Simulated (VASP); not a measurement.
## Ta: single point with PBE

The system is Ta.

```
CELL_PARAMETERS angstrom
-1.58523 1.58523 1.51918
1.58523 -1.58523 1.51918
1.58523 1.58523 -1.51918
ATOMIC_POSITIONS crystal
Ta 0.00000 0.00000 0.00000
```

This cell differs from its parent crystal: strain -0.040 along x and y, -0.080 along z.

* Program: VASP 6.6.1
* Task: single point
* Functional: PBE
* Potentials or basis: VASP PAW PBE potentials, release 64 (Ta_pv)
* Cutoff: 520 eV
* k mesh: 20 × 20 × 20
* Occupations: gaussian, width 0.15 eV
* Spin: no spin polarisation

```json
{"Pressure": "49.8 GPa", "Band gap on the k mesh": "zero (an odd number of electrons rules out a gap without spin polarisation)"}
```

Stress tensor (GPa, compression positive):
```
47.45  0.00  0.00
 0.00 47.45  0.00
 0.00  0.00 54.62
```

Levels at points of the mesh, in eV from the Fermi level:
| k point | band 3 | band 4 | band 5 | band 6 | band 7 | band 8 |
| --- | --- | --- | --- | --- | --- | --- |
| (0.00, 0.00, 0.00) | -32.40 | -8.52 | 0.25 | 0.93 | 0.93 | 4.07 |
| (0.50, 0.00, 0.00) | -32.46 | -5.21 | -2.34 | 2.66 | 4.72 | 6.19 |
| (0.50, 0.50, 0.00) | -32.40 | -5.19 | -1.66 | 2.27 | 3.99 | 5.52 |
| (0.50, 0.50, 0.50) | -33.64 | -5.00 | -4.85 | 8.20 | 8.20 | 8.42 |

Run time: 38 s on 1 thread of Intel(R) Xeon(R) 6975P-C (Granite Rapids) (shared host), peak memory 0.22 GiB.

Caveat: the cell differs from its parent crystal (strain -0.040 along x and y, -0.080 along z); the cell stands under pressure; spin-orbit coupling is left out, which moves the levels of the heavy elements.
